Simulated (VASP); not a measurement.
Write the native input for VASP 6.6.1 that does the following.

- Task: single point
- Functional: r2SCAN
- Potentials or basis: VASP PAW PBE potentials, release 64 (K_sv, I)
- Cutoff: 520 eV
- k mesh: 6 × 6 × 6
- Occupations: gaussian, width 0.01 eV
- Spin: no spin polarisation
- Dipole correction: no
- Further INCAR settings: ALGO = Normal; EDIFF = 1e-06; NBANDS = 15

The system is KI.

```
K I
1.0
     0.00000    3.73072    4.34212
     3.73072    0.00000    4.34212
     3.73072    3.73072    0.00000
K I
1 1
Direct
  0.00000 0.00000 0.00000
  0.25000 0.25000 0.25000
```

This cell differs from its parent crystal: epitaxial xy strain -5.9%.

These files were run (other wordings do the same):

POSCAR

```
KI
1.0
    0.0000000000      3.7307167210      4.3421203459
    3.7307167210      0.0000000000      4.3421203459
    3.7307167210      3.7307167210      0.0000000000
K I
1 1
Direct
    0.0000000000      0.0000000000      0.0000000000
    0.2500000000      0.2500000000      0.2500000000
```

INCAR.step1

```
PREC     = Accurate       # precision mode
ENCUT    = 520            # plane-wave cutoff, eV
ISMEAR   = 0              # smearing method
SIGMA    = 0.01           # smearing width, eV
LREAL    = False          # projectors in reciprocal space
LASPH    = True           # aspherical terms in the spheres
NELM     = 60             # most SCF steps
NBANDS   = 15             # bands
GGA      = PE             # functional
ALGO     = Normal         # electronic algorithm
EDIFF    = 1E-4           # SCF threshold, eV
LWAVE    = True           # write WAVECAR
LCHARG   = False          # write CHGCAR
```

INCAR.step2

```
PREC     = Accurate       # precision mode
ENCUT    = 520            # plane-wave cutoff, eV
EDIFF    = 1E-6           # SCF threshold, eV
ISMEAR   = 0              # smearing method
SIGMA    = 0.01           # smearing width, eV
LREAL    = False          # projectors in reciprocal space
LASPH    = True           # aspherical terms in the spheres
NELM     = 60             # most SCF steps
ALGO     = Normal         # electronic algorithm
ISIF     = 2              # what is computed and relaxed
LWAVE    = False          # write WAVECAR
LCHARG   = False          # write CHGCAR
METAGGA  = R2SCAN         # meta-GGA
LMIXTAU  = True         
NBANDS   = 15             # bands
ISTART   = 1
```

KPOINTS

```
regular mesh
0
Gamma
  6 6 6
```

Potentials or basis: VASP PAW PBE potentials, release 64 (K_sv, I).

The run is started by

```console
$ cat potpaw_PBE.64/K_sv/POTCAR potpaw_PBE.64/I/POTCAR > POTCAR
$ cp INCAR.step1 INCAR
$ mpirun -np 1 vasp_std > vasp.out
$ cp INCAR.step2 INCAR
$ mpirun -np 1 vasp_std > vasp.out
```

It gave:

| Property | Result |
| --- | --- |
| Pressure | 0.1 GPa |
| Band gap on the k mesh | 4.37 eV (least direct gap 4.42 eV) |

Caveat: the cell differs from its parent crystal (epitaxial xy strain -5.9%); the PAW data sets were made with another functional, which shifts forces and pressure a little; spin-orbit coupling is left out, which moves the levels of the heavy elements.

It took 9.4 min on 1 thread of Intel Xeon 8259CL (shared host), peak memory 0.34 GiB.
